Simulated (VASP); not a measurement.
Si, 1 atom in the cell. The structure is tetragonal, space group I4/mmm (No. 139). Conventional cell: a = 3.514 Å, b = 3.514 Å, c = 2.746 Å, α = 90.00°, β = 90.00°, γ = 90.00°. Within 3.6 Å of Si (site symmetry 4/mmm) lie 14 Si at 2.75 to 3.51 Å.  This cell differs from its parent crystal: strain +0.080 along x and y, +0.040 along z.

| Quantity | Value |
| --- | --- |
| Program | VASP 6.6.1 |
| Task | single point |
| Functional | LDA |
| Potentials or basis | VASP PAW LDA potentials, release 64 (Si) |
| Cutoff | 520 eV |
| k mesh | 22 × 22 × 22 |
| Occupations | gaussian, width 0.15 eV |
| Spin | no spin polarisation |
| Dipole correction | no |
| Further INCAR settings | ALGO = Normal; EDIFF = 1e-06; NBANDS = 8 |

Potentials or basis: VASP PAW LDA potentials, release 64 (Si).

Launch:

```bash
$ cat potpaw_LDA.64/Si/POTCAR > POTCAR
$ mpirun -np 1 vasp_std > vasp.out
```

Hardware: 1 thread of Intel(R) Xeon(R) Platinum 8488C (Sapphire Rapids) (shared host).

How long does it take, and how much memory?

Wall time 34 s on 1 thread of Intel(R) Xeon(R) Platinum 8488C (Sapphire Rapids), on a shared host, peak memory 0.2 GiB. Counts: scf iterations 9, k points 834.
